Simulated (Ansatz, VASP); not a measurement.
## One calculation of SrTe, two programs

The input INCAR:

```
SYSTEM = SrTe
ALGO = Normal ; EDIFF = 1E-6
ENCUT = 500 ; GGA = PE
GGA_COMPAT = .False. ; ISIF = 2
ISMEAR = 0 ; LASPH = .True.
LCHARG = .False. ; LREAL = .False.
LWAVE = .False. ; NBANDS = 15
NELM = 120 ; PREC = Accurate
SIGMA = 0.02
```

Contents of KPOINTS:

```
k-points
0
Gamma
  8 8 8
  0 0 0
```

The input POSCAR:

```
SrTe
1.0
    0.0000000000      3.4180025841      3.4180025841
    3.4180025841      0.0000000000      3.4180025841
    3.4180025841      3.4180025841      0.0000000000
Sr Te
1 1
Direct
    0.0000000000      0.0000000000      0.0000000000
    0.5000000000      0.5000000000      0.5000000000
```

Input for Ansatz:

```yaml
crystal:
  lattice:
    - [0.0, 3.4180025841, 3.4180025841]
    - [3.4180025841, 0.0, 3.4180025841]
    - [3.4180025841, 3.4180025841, 0.0]
  atoms:
    - { symbol: Sr, position: [0.0, 0.0, 0.0] }
    - { symbol: Te, position: [0.5, 0.5, 0.5] }
basis:
  ecutwfc: 420
kpoints:
  mp_grid: { grid: [8, 8, 8] }
hamiltonian:
  xc: pbe
scf:
  occupations: { method: gaussian, width: 0.02 }
output:
  forces: true
  stress: true
  eigenvalues: true
  populations: true
```

Alike in both runs: task single point; functional PBE; k mesh 8 × 8 × 8; occupations gaussian, width 0.02 eV; no spin polarisation.

```csv
,VASP,Ansatz
version,VASP 6.6.1,Ansatz 0.2.0
potentials or method,"VASP PAW PBE potentials, release 64 (Sr_sv, Te), cutoff 500 eV","scalar-relativistic, plane waves, PAW"
valence electrons in the cell,16,26
```

|  | VASP | Ansatz | Ansatz less VASP |
| --- | --- | --- | --- |
| gap on the k mesh at the Fermi level (eV) | 1.88 | 1.90 | +0.021 |
| least direct gap on the mesh (eV) | 2.52 | 2.53 | +0.007 |
| pressure (GPa) | -1.4 | -1.5 | -0.07 |

With one functional, cell and mesh, what is left measures potentials, basis and numerics. VASP's potentials hold 16 valence electrons a cell and Ansatz's 26, so a difference there can come from the potentials and not from the codes.

Neither program's run includes spin-orbit coupling.
